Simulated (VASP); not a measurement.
# MgZn26S27 (a cell with a defect) in VASP: single point with PBE

Aim: the single point of MgZn26S27 (a cell with a defect) with PBE.

All numbers are computed with VASP 6.6.1; they aren't measurements. Logs are shortened: lines on timing, memory, paths and dates and some standing lists are left out, and cuts for length are marked.

## (1) The cell of the first run

The cell holds a defect, 54 atoms: a = 11.486 Å, b = 11.486 Å, c = 11.486 Å, α = 60.00°, β = 60.00°, γ = 60.00°.

## (2) Single point, PBE

Contents of INCAR:

```
SYSTEM = MgZn26S27
ALGO     = Normal         ! electronic algorithm
EDIFF    = 1E-6           ! SCF threshold, eV
ENCUT    = 520            ! plane-wave cutoff, eV
GGA      = PE             ! functional
GGA_COMPAT= .FALSE.      
ISIF     = 2              ! what is computed and relaxed
ISMEAR   = -1             ! smearing method
KPAR     = 4            
LASPH    = .TRUE.         ! aspherical terms in the spheres
LCHARG   = .TRUE.         ! write CHGCAR
LREAL    = Auto         
LVHAR    = .TRUE.       
LWAVE    = .FALSE.        ! write WAVECAR
NBANDS   = 271            ! bands
NELM     = 120            ! most SCF steps
PREC     = Accurate       ! precision mode
SIGMA    = 0.01           ! smearing width, eV
```

Contents of KPOINTS:

```
k-points
0
G
  3 3 3
  0 0 0
```

Contents of POSCAR:

```
MgZn26S27
1.0
    0.0000000000      8.1217500000      8.1217500000
    8.1217500000      0.0000000000      8.1217500000
    8.1217500000      8.1217500000      0.0000000000
Mg Zn S
1 26 27
Direct
    0.0000000000      0.0000000000      0.0000000000
   -0.0000628191     -0.0000628191      0.3348024295
   -0.0000628191     -0.0000628191      0.6653232088
   -0.0000628191      0.3348024295     -0.0000628191
   -0.0001280237      0.3333760079      0.3333760079
   -0.0000628191      0.3348024295      0.6653232088
   -0.0000628191      0.6653232088     -0.0000628191
   -0.0000628191      0.6653232088      0.3348024295
   -0.0000430812      0.6666810271      0.6666810271
    0.3348024295     -0.0000628191     -0.0000628191
    0.3333760079     -0.0001280237      0.3333760079
    0.3348024295     -0.0000628191      0.6653232088
    0.3333760079      0.3333760079     -0.0001280237
    0.3333760079      0.3333760079      0.3333760079
    0.3333189437      0.3333189437      0.6666810563
    0.3348024295      0.6653232088     -0.0000628191
    0.3333189437      0.6666810563      0.3333189437
    0.3333189437      0.6666810563      0.6666810563
    0.6653232088     -0.0000628191     -0.0000628191
    0.6653232088     -0.0000628191      0.3348024295
    0.6666810271     -0.0000430812      0.6666810271
    0.6653232088      0.3348024295     -0.0000628191
    0.6666810563      0.3333189437      0.3333189437
    0.6666810563      0.3333189437      0.6666810563
    0.6666810271      0.6666810271     -0.0000430812
    0.6666810563      0.6666810563      0.3333189437
    0.6666810271      0.6666810271      0.6666810271
    0.0858143927      0.0858143927      0.0858143927
    0.0836098564      0.0836098564      0.4163901436
    0.0858143927      0.0858143927      0.7425568220
    0.0836098564      0.4163901436      0.0836098564
    0.0836098564      0.4163901436      0.4163901436
    0.0832743254      0.4168092064      0.7499582341
    0.0858143927      0.7425568220      0.0858143927
    0.0832743254      0.7499582341      0.4168092064
    0.0832743254      0.7499582341      0.7499582341
    0.4163901436      0.0836098564      0.0836098564
    0.4163901436      0.0836098564      0.4163901436
    0.4168092064      0.0832743254      0.7499582341
    0.4163901436      0.4163901436      0.0836098564
    0.4166819695      0.4166819695      0.4166819695
    0.4166819695      0.4166819695      0.7499540915
    0.4168092064      0.7499582341      0.0832743254
    0.4166819695      0.7499540915      0.4166819695
    0.4168092064      0.7499582341      0.7499582341
    0.7425568220      0.0858143927      0.0858143927
    0.7499582341      0.0832743254      0.4168092064
    0.7499582341      0.0832743254      0.7499582341
    0.7499582341      0.4168092064      0.0832743254
    0.7499540915      0.4166819695      0.4166819695
    0.7499582341      0.4168092064      0.7499582341
    0.7499582341      0.7499582341      0.0832743254
    0.7499582341      0.7499582341      0.4168092064
    0.7500000000      0.7500000000      0.7500000000
```

Potentials or basis: VASP PAW PBE potentials, release 64 (Mg, Zn, S).

Command:

```bash
$ cat potpaw_PBE.64/Mg/POTCAR potpaw_PBE.64/Zn/POTCAR potpaw_PBE.64/S/POTCAR > POTCAR
$ mpirun -np 4 vasp_std > vasp.out
```

OUTCAR:

```text
SYSTEM = MgZn26S27
   EDIFF = 1E-6
   ENCUT = 520
   GGA = PE
   ISIF = 2
   ISMEAR = -1
   LASPH = .TRUE.
   LREAL = Auto
   NELM = 120
   PREC = Accurate

 ion  position               nearest neighbor table
   1  0.000  0.000  0.000-  30 2.41  34 2.41  46 2.41  28 2.41
   2  1.000  1.000  0.335-  29 2.33  28 2.34  35 2.34  47 2.34
   3  1.000  1.000  0.665-  29 2.33  30 2.34  36 2.34  48 2.34
   4  1.000  0.335  1.000-  31 2.33  28 2.34  33 2.34  49 2.34
   5  1.000  0.333  0.333-  29 2.34  31 2.34  32 2.34  50 2.34
   6  1.000  0.335  0.665-  32 2.33  30 2.34  33 2.34  51 2.34
[... 46 lines left out ...]
  53  0.750  0.750  0.417-  27 2.34  20 2.34   8 2.34  26 2.34
  54  0.750  0.750  0.750-  27 2.34  21 2.34  25 2.34   9 2.34

  LATTYP: Found a face centered cubic cell.
 ALAT       =    16.2435000000

  Lattice vectors:

 A1 = (   0.0000000000,   8.1217500000,   8.1217500000)
 A2 = (   8.1217500000,   0.0000000000,   8.1217500000)
 A3 = (   8.1217500000,   8.1217500000,   0.0000000000)

Analysis of symmetry for initial positions (statically):
=====================================================================
 Subroutine PRICEL returns:
 Original cell was already a primitive cell.

 Routine SETGRP: Setting up the symmetry group for a
 face centered cubic supercell.

 Subroutine GETGRP returns: Found 24 space group operations
 (whereof 24 operations were pure point group operations)
 out of a pool of 48 trial point group operations.

The static configuration has the point symmetry T_d .

Analysis of symmetry for dynamics (positions and initial velocities):
=====================================================================
 Subroutine PRICEL returns:
 Original cell was already a primitive cell.

 Routine SETGRP: Setting up the symmetry group for a
 face centered cubic supercell.

 Subroutine GETGRP returns: Found 24 space group operations
 (whereof 24 operations were pure point group operations)
 out of a pool of 48 trial point group operations.

The dynamic configuration has the point symmetry T_d .

 Subroutine INISYM returns: Found 24 space group operations
 (whereof 24 operations are pure point group operations),
 and found     1 'primitive' translations

----------------------------------------------------------------------------------------

                                     Primitive cell

  volume of cell :    1071.4671

  direct lattice vectors                    reciprocal lattice vectors
     0.000000000  8.121750000  8.121750000    -0.061563087  0.061563087  0.061563087
     8.121750000  0.000000000  8.121750000     0.061563087 -0.061563087  0.061563087
     8.121750000  8.121750000  0.000000000     0.061563087  0.061563087 -0.061563087

  length of vectors
    11.485889000 11.485889000 11.485889000     0.106630394  0.106630394  0.106630394

  position of ions in fractional coordinates (direct lattice)
     0.000000000  0.000000000  0.000000000
     0.999937181  0.999937181  0.334802430
     0.999937181  0.999937181  0.665323209
     0.999937181  0.334802430  0.999937181
     0.999871976  0.333376008  0.333376008
     0.999937181  0.334802430  0.665323209
[... 46 lines left out ...]
     0.749958234  0.749958234  0.416809206
     0.750000000  0.750000000  0.750000000

  ion indices of the primitive-cell ions
   primitive index   ion index
                 1           1
                 2           2
                 3           3
                 4           4
                 5           5
                 6           6
[... 46 lines left out ...]
                53          53
                54          54

----------------------------------------------------------------------------------------

 KPOINTS: k-points

Automatic generation of k-mesh.
 Grid dimensions read from file:
 generate k-points for:    3    3    3

 Generating k-lattice:

  Cartesian coordinates                     Fractional coordinates (reciprocal lattice)
    -0.020521029  0.020521029  0.020521029     0.333333333  0.000000000  0.000000000
     0.020521029 -0.020521029  0.020521029     0.000000000  0.333333333  0.000000000
     0.020521029  0.020521029 -0.020521029     0.000000000  0.000000000  0.333333333

  Length of vectors
     0.035543465  0.035543465  0.035543465

  Shift w.r.t. Gamma in fractional coordinates (k-lattice)
     0.000000000  0.000000000  0.000000000

 Subroutine IBZKPT returns following result:
 ===========================================

 Found      4 irreducible k-points:

 Following reciprocal coordinates:
            Coordinates               Weight
  0.000000  0.000000  0.000000      1.000000
  0.333333  0.000000  0.000000      8.000000
  0.333333  0.333333  0.000000      6.000000
 -0.333333  0.333333  0.000000     12.000000
   k-points           NKPTS =      4   k-points in BZ     NKDIM =      4   number of bands    NBANDS=    271
   number of dos      NEDOS =    301   number of ions     NIONS =     54
   total plane-waves  NPLWV = 729000
   dimension x,y,z NGX =    90 NGY =   90 NGZ =   90
   dimension x,y,z NGXF=   180 NGYF=  180 NGZF=  180
   ions per type =               1  26  27
   NGX,Y,Z   is equivalent  to a cutoff of  13.03, 13.03, 13.03 a.u.
   NGXF,Y,Z  is equivalent  to a cutoff of  26.05, 26.05, 26.05 a.u.
 SYSTEM =  MgZn26S27
   PREC   = accura    normal or accurate (medium, high low for compatibility)
   ISTART =      0    job   : 0-new  1-cont  2-samecut
   ICHARG =      2    charge: 1-file 2-atom 10-const
   ISPIN  =      1    spin polarized calculation?
   LNONCOLLINEAR =      F non collinear calculations
   LSORBIT =      F    spin-orbit coupling
   LASPH  =      T    aspherical Exc in radial PAW
   ENCUT  =  520.0 eV  38.22 Ry    6.18 a.u.  21.36 21.36 21.36*2*pi/ulx,y,z
   NELM   =    120;   NELMIN=  2; NELMDL= -5     # of ELM steps
   EDIFF  = 0.1E-05   stopping-criterion for ELM
   LREAL  =      T    real-space projection
   EDIFFG = 0.1E-04   stopping-criterion for IOM
   NSW    =      0    number of steps for IOM
   IBRION =     -1    ionic relax: 0-MD 1-quasi-New 2-CG
   NFREE  =      0    steps in history (QN), initial steepest desc. (CG)
   ISIF   =      2    stress and relaxation
   ISYM   =      2    0-nonsym 1-usesym 2-fastsym
   POTIM  = 0.5000    time-step for ionic-motion
   TEBEG  =    0.0;   TEEND  =   0.0 temperature during run
   PSTRESS=    0.0 pullay stress
   NELECT =     476.0000    total number of electrons
   NUPDOWN=      -1.0000    fix difference up-down
   EMIN   =  10.00;   EMAX   =-10.00  energy-range for DOS
   EFERMI =   0.00;   METHOD = LEGACY
   ISMEAR =    -1;   SIGMA  =   0.01  broadening in eV -4-tet -1-fermi 0-gaus
   EFERMI_NEDOS =   21; number of points for ismear=-14 and -15
   IALGO  =     38    algorithm
   IMIX   =      4    mixing-type and parameters
     AMIX     =   0.40;   BMIX     =  1.00
     AMIX_MAG =   1.60;   BMIX_MAG =  1.00
  volume/ion in A,a.u.               =      19.84       133.90
  Fermi-wavevector in a.u.,A,eV,Ry     =   1.249158  2.360567 21.230488  1.560397
  Thomas-Fermi vector in A             =   2.383212
   LORBIT       =      0    0 simple, 1 ext, 2 COOP (PROOUT), +10 PAW based schemes
   GGA     = PE    functional components
   LHFCALC =     F    Hartree Fock is set to
   AEXX    =    0.0000 exact exchange contribution
   IVDW    =     0    specifies the selected vdW correction
   LEPSILON=     F    determine dielectric tensor
   LRPA    =     F    only Hartree local field effects (RPA)
 non-spin polarized calculation
  energy-cutoff  :      520.00
  volume of cell :     1071.47
 maximum number of plane-waves:     28882
 NGX is ok and might be reduce to    90
   NGX = 43   NGY = 43   NGZ = 43

 number of electron     476.0000302 magnetization

 Free energy of the ion-electron system (eV)
  ---------------------------------------------------
  ext. energy  EPLUGINS =         0.00000000
  ---------------------------------------------------
  free energy    TOTEN  =      -186.44794698 eV

  energy without entropy =     -186.44794698  energy(sigma->0) =     -186.44794698

 E-fermi :   2.2993     XC(G=0):  -9.5767

 val. band max:        2.0635746271   @ k =   0.0000   0.0000   0.0000
 cond. band min:       4.2070675936   @ k =   0.0000   0.0000   0.0000
 fundamental gap:      2.1434929665
 Fermi energy:         2.2992596531

 k-point     1 :       0.0000    0.0000    0.0000
  band No.  band energies     occupation
      1     -11.0085      2.00000
      2     -10.3740      2.00000
      3     -10.3728      2.00000
      4     -10.3728      2.00000
      5     -10.3728      2.00000
      6     -10.3532      2.00000
[... 242 lines left out ...]
    249       6.0110      0.00000
    250       6.0349      0.00000

 k-point     2 :       0.3333    0.0000    0.0000
  band No.  band energies     occupation
      1     -10.9175      2.00000
      2     -10.6698      2.00000
      3     -10.4047      2.00000
      4     -10.4047      2.00000
      5     -10.3889      2.00000
      6     -10.3200      2.00000
[... 242 lines left out ...]
    249       6.1043      0.00000
    250       6.1396      0.00000

 k-point     3 :       0.3333    0.3333    0.0000
  band No.  band energies     occupation
      1     -10.8872      2.00000
      2     -10.5634      2.00000
      3     -10.5183      2.00000
      4     -10.5092      2.00000
      5     -10.5092      2.00000
      6     -10.4490      2.00000
[... 242 lines left out ...]
    249       6.2751      0.00000
    250       6.4410      0.00000

 k-point     4 :      -0.3333    0.3333    0.0000
  band No.  band energies     occupation
      1     -10.7772      2.00000
      2     -10.7049      2.00000
      3     -10.6731      2.00000
      4     -10.4781      2.00000
      5     -10.4555      2.00000
      6     -10.2451      2.00000
[... 242 lines left out ...]
    249       6.5535      0.00000
    250       6.5740      0.00000
 [bands above 250 left out]

------------------------ aborting loop because EDIFF is reached ----------------------------------------

  FORCE on cell =-STRESS in cart. coord.  units (eV):
  Direction    XX          YY          ZZ          XY          YZ          ZX
  --------------------------------------------------------------------------------------
  -------------------------------------------------------------------------------------
  Total       11.1747009     11.1747009     11.1747009      0.0000000     -0.0000000     -0.0000000
  in kB       16.7096612     16.7096612     16.7096612      0.0000000     -0.0000000     -0.0000000
  external PRESSURE =      16.7096612 kB  Pullay stress =       0.0000000 kB

 VOLUME and BASIS-vectors are now :
 -----------------------------------------------------------------------------
  energy-cutoff  :      520.00
  volume of cell :     1071.47
      direct lattice vectors                 reciprocal lattice vectors
     0.000000000  8.121750000  8.121750000    -0.061563087  0.061563087  0.061563087
     8.121750000  0.000000000  8.121750000     0.061563087 -0.061563087  0.061563087
     8.121750000  8.121750000  0.000000000     0.061563087  0.061563087 -0.061563087

 POSITION                                       TOTAL-FORCE (eV/Angst)
 -----------------------------------------------------------------------------------
      0.00000      0.00000      0.00000         0.000000     -0.000000     -0.000000
     10.84042     10.84042     16.24248        -0.003389     -0.003389      0.006741
     13.52483     13.52483     16.24248         0.003389      0.003389      0.006741
     10.84042     16.24248     10.84042        -0.003389      0.006741     -0.003389
      5.41519     10.82831     10.82831         0.001054     -0.001054     -0.001054
      8.12277     13.52483     10.84042        -0.006741      0.003389     -0.003389
[... 46 lines left out ...]
      9.47619      9.47619     12.18195        -0.001083     -0.001083      0.003976
     12.18263     12.18263     12.18263         0.000000     -0.000000     -0.000000
 -----------------------------------------------------------------------------------
    total drift:                               -0.000013     -0.000013     -0.000015

  FREE ENERGIE OF THE ION-ELECTRON SYSTEM (eV)
  ---------------------------------------------------
  free  energy   TOTEN  =      -186.4479469772 eV

  energy  without entropy=     -186.4479469772  energy(sigma->0) =     -186.44794698
```

Wall time 19 min (4 MPI ranks of AMD EPYC 7R13 (Zen 3), shared host); peak memory 1.9 GiB.

Results:

- Free energy: -186.4479 eV
- Pressure: 1.7 GPa
- Largest force: 0.013 eV/Å
- Band gap on the k mesh: 2.14 eV

Forces on the atoms (eV/Å):
```
Mg   0.000  0.000  0.000
Zn  -0.003 -0.003  0.007
Zn   0.003  0.003  0.007
Zn  -0.003  0.007 -0.003
Zn   0.001 -0.001 -0.001
Zn  -0.007  0.003 -0.003
Zn   0.003  0.007  0.003
Zn  -0.007 -0.003  0.003
Zn  -0.001  0.001  0.001
Zn   0.007 -0.003 -0.003
Zn  -0.001  0.001 -0.001
Zn   0.003 -0.007 -0.003
Zn  -0.001 -0.001  0.001
Zn   0.001  0.001  0.001
Zn   0.000  0.000  0.000
Zn   0.003 -0.003 -0.007
Zn   0.000  0.000  0.000
Zn   0.000  0.000  0.000
Zn   0.007  0.003  0.003
Zn  -0.003 -0.007  0.003
Zn   0.001 -0.001  0.001
Zn  -0.003  0.003 -0.007
Zn   0.000  0.000  0.000
Zn   0.000  0.000  0.000
Zn   0.001  0.001 -0.001
Zn   0.000  0.000  0.000
Zn  -0.001 -0.001 -0.001
S   -0.005 -0.005 -0.005
S    0.000  0.000 -0.013
S    0.005  0.005 -0.005
S    0.000 -0.013  0.000
S    0.013  0.000  0.000
S   -0.001  0.001 -0.004
S    0.005 -0.005  0.005
S   -0.001 -0.004  0.001
S    0.004  0.001  0.001
S   -0.013  0.000  0.000
S    0.000  0.013  0.000
S    0.001 -0.001 -0.004
S    0.000  0.000  0.013
S    0.000  0.000  0.000
S    0.000  0.000  0.000
S    0.001 -0.004 -0.001
S    0.000  0.000  0.000
S    0.004 -0.001 -0.001
S   -0.005  0.005  0.005
S   -0.004 -0.001  0.001
S    0.001  0.004  0.001
S   -0.004  0.001 -0.001
S    0.000  0.000  0.000
S   -0.001  0.004 -0.001
S    0.001  0.001  0.004
S   -0.001 -0.001  0.004
S    0.000  0.000  0.000
```
